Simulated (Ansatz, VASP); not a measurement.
# Two plane-wave programs on As2Se

```
As Se
1.0
     3.79960   -0.00001   -0.00048
    -1.89981    3.29027   -0.00044
     0.00449    0.00304   17.04978
As Se
6 3
Direct
  0.99901 0.00420 0.64364
  0.66570 0.33753 0.56723
  0.99951 0.00444 0.35653
  0.33283 0.67118 0.43294
  0.66747 0.32889 0.89671
  0.33404 0.66243 0.10316
  0.33390 0.66364 0.81062
  0.66708 0.33054 0.18925
  0.00045 0.99712 0.99993
```

Change from the starting cell: cell x1, atoms moved at random (sigma 0.05 Å) and cell strained at random (1.5 %), then relaxed without symmetry.

Alike in both runs: functional PBE; k mesh 6 × 6 × 2; occupations gaussian, width 0.2 eV; no spin polarisation.

Ansatz relaxed the structure, and its values are those at the end. VASP's run is a single point on that final structure, the one shown.

```csv
,VASP,Ansatz
version,VASP 6.6.1,Ansatz 0.2.0
potentials or method,"VASP PAW PBE potentials, release 64 (As, Se), cutoff 520 eV","scalar-relativistic, plane waves, PAW"
valence electrons in the cell,48,138
```

Ansatz gave:

| Quantity | Value |
| --- | --- |
| gap on the k mesh at the Fermi level (eV) | 0.23 |
| least direct gap on the mesh (eV) | 0.50 |
| pressure (GPa) | 0.0 |
| rms of the force components (eV/Å) | 0.003 |

Problem. Which values does VASP return?

Solution. gap on the k mesh at the Fermi level (eV): 0.21; least direct gap on the mesh (eV): 0.49; pressure (GPa): 0.1; rms of the force components (eV/Å): 0.023.

The functional is the same, so the differences come from potentials, cutoffs and numerics. VASP's potentials hold 48 valence electrons a cell and Ansatz's 138, so a difference there can come from the potentials and not from the codes.
